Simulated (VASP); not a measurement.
# Ru5Rh in VASP: further runs

Runs on Ru5Rh. Level: PBEsol. Tasks: single point.

Everything below comes from runs of VASP 6.6.1. Logs are shortened: lines on timing, memory, paths and dates and some standing lists are left out, and cuts for length are marked.

## Step 1: The cell of the first run

The cell holds a slab with vacuum, 6 atoms: a = 2.691 Å, b = 4.249 Å, c = 21.437 Å, α = 90.00°, β = 90.00°, γ = 90.00°.

## Step 2: Single point, PBEsol

INCAR reads:

```
  PREC = Accurate
  ENCUT = 520
  EDIFF = 1E-6
  ISMEAR = -1
  SIGMA = 0.08
  LREAL = False
  LASPH = True
  NELM = 80
  ALGO = Normal
  ISIF = 2
  LWAVE = False
  LCHARG = True
  LDIPOL = True
  IDIPOL = 3
  DIPOL = 0.5 0.5 0.500
  GGA = PS
  LELF = True
  LVHAR = True
  LVACPOTAV = True
  NBANDS = 52
```

KPOINTS reads:

```
regular mesh
0
Gamma
  13 9 1
```

POSCAR reads:

```
Ru5Rh
1.0
    2.6907521390      0.0000000000      0.0000000000
    0.0000000000      4.2493843975      0.0000000000
    0.0000000000      0.0000000000     21.4373000000
Rh Ru
1 5
Direct
    0.7500000000      0.7500000000      0.3793277458
    0.2500000000      0.2500000000      0.4090318242
    0.2500000000      0.7500000000      0.4830371878
    0.7500000000      0.2500000000      0.5169628122
    0.7500000000      0.7500000000      0.5909681755
    0.2500000000      0.2500000000      0.6206722545
```

Potentials or basis: VASP PAW PBE potentials, release 64 (Rh_pv, Ru_pv).

The run is started by

```
$ cat potpaw_PBE.64/Rh_pv/POTCAR potpaw_PBE.64/Ru_pv/POTCAR > POTCAR
$ mpirun -np 1 vasp_std > vasp.out
```

OUTCAR:

```text
PREC = Accurate
   ENCUT = 520
   EDIFF = 1E-6
   ISMEAR = -1
   LREAL = False
   LASPH = True
   NELM = 80
   ISIF = 2
   GGA = PS

 ion  position               nearest neighbor table
   1  0.750  0.750  0.379-   2 2.59   2 2.59   2 2.59   2 2.59   3 2.60   3 2.60
   2  0.250  0.250  0.409-   1 2.59   1 2.59   1 2.59   1 2.59   3 2.65   3 2.65   4 2.68   4 2.68

   3  0.250  0.750  0.483-   1 2.60   1 2.60   4 2.62   4 2.62   4 2.62   4 2.62   2 2.65   2 2.65
                             5 2.68   5 2.68
   4  0.750  0.250  0.517-   6 2.60   6 2.60   3 2.62   3 2.62   3 2.62   3 2.62   5 2.65   5 2.65
                             2 2.68   2 2.68
   5  0.750  0.750  0.591-   6 2.59   6 2.59   6 2.59   6 2.59   4 2.65   4 2.65   3 2.68   3 2.68

   6  0.250  0.250  0.621-   5 2.59   5 2.59   5 2.59   5 2.59   4 2.60   4 2.60

  LATTYP: Found a simple orthorhombic cell.
 ALAT       =     2.6907521390
 B/A-ratio  =     1.5792552335
 C/A-ratio  =     7.9670288799

  Lattice vectors:

 A1 = (   2.6907521390,   0.0000000000,   0.0000000000)
 A2 = (   0.0000000000,   4.2493843975,   0.0000000000)
 A3 = (   0.0000000000,   0.0000000000,  21.4373000000)

Analysis of symmetry for initial positions (statically):
=====================================================================
 Subroutine PRICEL returns:
 Original cell was already a primitive cell.

 Routine SETGRP: Setting up the symmetry group for a
 simple orthorhombic supercell.

 Subroutine GETGRP returns: Found  4 space group operations
 (whereof  1 operations were pure point group operations)
 out of a pool of  8 trial point group operations.

The static configuration has the point symmetry C_1 .
 The point group associated with its full space group is C_2v.

Analysis of symmetry for dynamics (positions and initial velocities):
=====================================================================
 Subroutine PRICEL returns:
 Original cell was already a primitive cell.

 Routine SETGRP: Setting up the symmetry group for a
 simple orthorhombic supercell.

 Subroutine GETGRP returns: Found  4 space group operations
 (whereof  1 operations were pure point group operations)
 out of a pool of  8 trial point group operations.

The dynamic configuration has the point symmetry C_1 .
 The point group associated with its full space group is C_2v.

 Subroutine INISYM returns: Found  4 space group operations
 (whereof  1 operations are pure point group operations),
 and found     1 'primitive' translations

----------------------------------------------------------------------------------------

                                     Primitive cell

  volume of cell :     245.1149
[... 107 lines left out ...]
   PSTRESS=    0.0 pullay stress
   NELECT =      85.0000    total number of electrons
   NUPDOWN=      -1.0000    fix difference up-down
   EMIN   =  10.00;   EMAX   =-10.00  energy-range for DOS
   EFERMI =   0.00;   METHOD = LEGACY
   ISMEAR =    -1;   SIGMA  =   0.08  broadening in eV -4-tet -1-fermi 0-gaus
   EFERMI_NEDOS =   21; number of points for ismear=-14 and -15
   IALGO  =     38    algorithm
   IMIX   =      4    mixing-type and parameters
     AMIX     =   0.40;   BMIX     =  1.00
     AMIX_MAG =   1.60;   BMIX_MAG =  1.00
  volume/ion in A,a.u.               =      40.85       275.69
  Fermi-wavevector in a.u.,A,eV,Ry     =   1.150159  2.173485 17.998680  1.322866
  Thomas-Fermi vector in A             =   2.286824
   LORBIT       =      0    0 simple, 1 ext, 2 COOP (PROOUT), +10 PAW based schemes
   GGA     = PS    functional components
   LHFCALC =     F    Hartree Fock is set to
   AEXX    =    0.0000 exact exchange contribution
   IVDW    =     0    specifies the selected vdW correction
   LEPSILON=     F    determine dielectric tensor
   LRPA    =     F    only Hartree local field effects (RPA)
 non-spin polarized calculation
  energy-cutoff  :      520.00
  volume of cell :      245.11
 maximum number of plane-waves:      6658
   NGX = 11   NGY = 15   NGZ = 79

 dipolmoment           0.000000      0.000000      0.000823 electrons x Angstroem

 number of electron      85.0000007 magnetization

 dipolmoment           0.000000      0.000000     -0.007430 electrons x Angstroem

 Free energy of the ion-electron system (eV)
  ---------------------------------------------------
  ext. energy  EPLUGINS =         0.00000000
  ---------------------------------------------------
  free energy    TOTEN  =       -54.69583463 eV

  energy without entropy =      -54.53905633  energy(sigma->0) =      -54.61744548

 E-fermi :   0.8676     XC(G=0):  -5.5879

 val. band max:        0.8592470830   @ k =   0.4615   0.4444   0.0000
 cond. band min:       0.8677104625   @ k =   0.0769   0.3333   0.0000
 fundamental gap:      0.0084633795
 Fermi energy:         0.8676441217

 k-point     1 :       0.0000    0.0000    0.0000
  band No.  band energies     occupation
      1     -45.6220      2.00000
      2     -45.4388      2.00000
      3     -45.4313      2.00000
      4     -42.8160      2.00000
      5     -42.5416      2.00000
      6     -42.4049      2.00000
[... 1309 lines left out ...]
     51       3.1695      0.00000
     52       3.2939      0.00000

 [... further k-points ...]

------------------------ aborting loop because EDIFF is reached ----------------------------------------

  FORCE on cell =-STRESS in cart. coord.  units (eV):
  Direction    XX          YY          ZZ          XY          YZ          ZX
  --------------------------------------------------------------------------------------
  -------------------------------------------------------------------------------------
  Total       -4.5287956     -0.9898619     -0.3451573      0.0000000      0.0000000      0.0000000
  in kB      -29.6021667     -6.4701657     -2.2560976      0.0000000      0.0000000      0.0000000
  external PRESSURE =     -12.7761433 kB  Pullay stress =       0.0000000 kB

 VOLUME and BASIS-vectors are now :
 -----------------------------------------------------------------------------
  energy-cutoff  :      520.00
  volume of cell :      245.11
      direct lattice vectors                 reciprocal lattice vectors
     2.690752139  0.000000000  0.000000000     0.371643298  0.000000000  0.000000000
     0.000000000  4.249384398  0.000000000     0.000000000  0.235328204  0.000000000
     0.000000000  0.000000000 21.437300000     0.000000000  0.000000000  0.046647666

 POSITION                                       TOTAL-FORCE (eV/Angst)
 -----------------------------------------------------------------------------------
      2.01806      3.18704      8.13176         0.000000      0.000000     -0.179746
      0.67269      1.06235      8.76854         0.000000      0.000000      0.010242
      0.67269      3.18704     10.35501         0.000000      0.000000      0.539441
      2.01806      1.06235     11.08229         0.000000      0.000000     -0.098707
      2.01806      3.18704     12.66876         0.000000      0.000000     -0.347230
      0.67269      1.06235     13.30554         0.000000      0.000000      0.076001
 -----------------------------------------------------------------------------------
    total drift:                               -0.000000     -0.000000      0.000373

  FREE ENERGIE OF THE ION-ELECTRON SYSTEM (eV)
  ---------------------------------------------------
  free  energy   TOTEN  =       -54.6958346350 eV

  energy  without entropy=      -54.5390563250  energy(sigma->0) =      -54.61744548

 vacuum level on the upper side and lower side of the slab         5.862         5.980
```

OSZICAR:

```text
N       E                     dE             d eps       ncg     rms          rms(c)
DAV:   1     0.854676208928E+03    0.85468E+03   -0.53096E+04  4784   0.151E+03
DAV:   2    -0.324385288487E+02   -0.88711E+03   -0.86111E+03  4032   0.453E+02
DAV:   3    -0.582721669034E+02   -0.25834E+02   -0.24614E+02  4384   0.765E+01
[... 21 lines left out ...]
DAV:  25    -0.546958157986E+02   -0.98615E-05   -0.75082E-07  2424   0.198E-03    0.106E-03
DAV:  26    -0.546958272149E+02   -0.11416E-04   -0.43937E-07  2260   0.163E-03    0.673E-04
DAV:  27    -0.546958329350E+02   -0.57201E-05   -0.36711E-07  2304   0.917E-04    0.254E-04
DAV:  28    -0.546958342678E+02   -0.13328E-05   -0.85597E-08  2108   0.478E-04    0.141E-04
DAV:  29    -0.546958346350E+02   -0.36722E-06   -0.31290E-08  2004   0.304E-04
   1 F= -.54695835E+02 E0= -.54617445E+02  d E =-.156778E+00
```

Run time: 19 min. Hardware: 1 thread of Oxide Virtual Turin-like, shared host; peak memory 0.5 GiB.

What came out:

```
Free energy            : -54.6958 eV
Largest force          : 0.539 eV/Å
Band gap on the k mesh : zero (an odd number of electrons rules out a gap without spin polarisation)
```

Forces in eV/Å, atoms in the order of the input:
```
Rh   0.000  0.000 -0.180
Ru   0.000  0.000  0.010
Ru   0.000  0.000  0.539
Ru   0.000  0.000 -0.099
Ru   0.000  0.000 -0.347
Ru   0.000  0.000  0.076
```

Caveat: the PAW data sets were made with another functional, which shifts forces and pressure a little.

## Step 3: Single point, PBEsol

INCAR reads:

```
ALGO = Normal
DIPOL = 0.5 0.5 0.500
EDIFF = 1E-6
ENCUT = 520
GGA = PS
IDIPOL = 3
ISIF = 2
ISMEAR = -1
LASPH = True
LCHARG = False
LDIPOL = True
LREAL = False
LWAVE = False
NBANDS = 52
NELM = 60
PREC = Accurate
SIGMA = 0.08
```

KPOINTS reads:

```
k-points
0
Gamma
  13 9 1
```

POSCAR reads:

```
Ru5Rh
1.0
    2.6907521390      0.0000000000      0.0000000000
    0.0000000000      4.2493843975      0.0000000000
    0.0000000000      0.0000000000     21.4373000000
Ru Rh
5 1
Direct
    0.7500000000      0.7500000000      0.3793277458
    0.2500000000      0.2500000000      0.4090318242
    0.7500000000      0.2500000000      0.5169628122
    0.7500000000      0.7500000000      0.5909681755
    0.2500000000      0.2500000000      0.6206722545
    0.2500000000      0.7500000000      0.4830371878
```

Potentials or basis: VASP PAW PBE potentials, release 64 (Ru_pv, Rh_pv).

The run is started by

```
$ cat potpaw_PBE.64/Ru_pv/POTCAR potpaw_PBE.64/Rh_pv/POTCAR > POTCAR
$ mpirun -np 1 vasp_std > vasp.out
```

Run time: 21 min. Hardware: 1 thread of Oxide Virtual Turin-like, shared host; peak memory 0.48 GiB.

It converged, with:

```yaml
Free_energy: -54.1547 eV
Largest_force: 0.432 eV/Å
Band_gap_on_the_k_mesh: zero (an odd number of electrons rules out a gap without spin polarisation)
```

Forces on the atoms (eV/Å):
```
Ru   0.000  0.000 -0.432
Ru   0.000  0.000  0.116
Ru   0.000  0.000  0.026
Ru   0.000  0.000  0.122
Ru   0.000  0.000 -0.100
Rh   0.000  0.000  0.269
```

Levels at points of the mesh, in eV from the Fermi level:
```tsv
k point	band 41	band 42	band 43	band 44	band 45	band 46
(0.00, 0.00, 0.00)	-0.97	-0.80	-0.61	-0.49	-0.03	0.07
```

Caveat: the PAW data sets were made with another functional, which shifts forces and pressure a little.
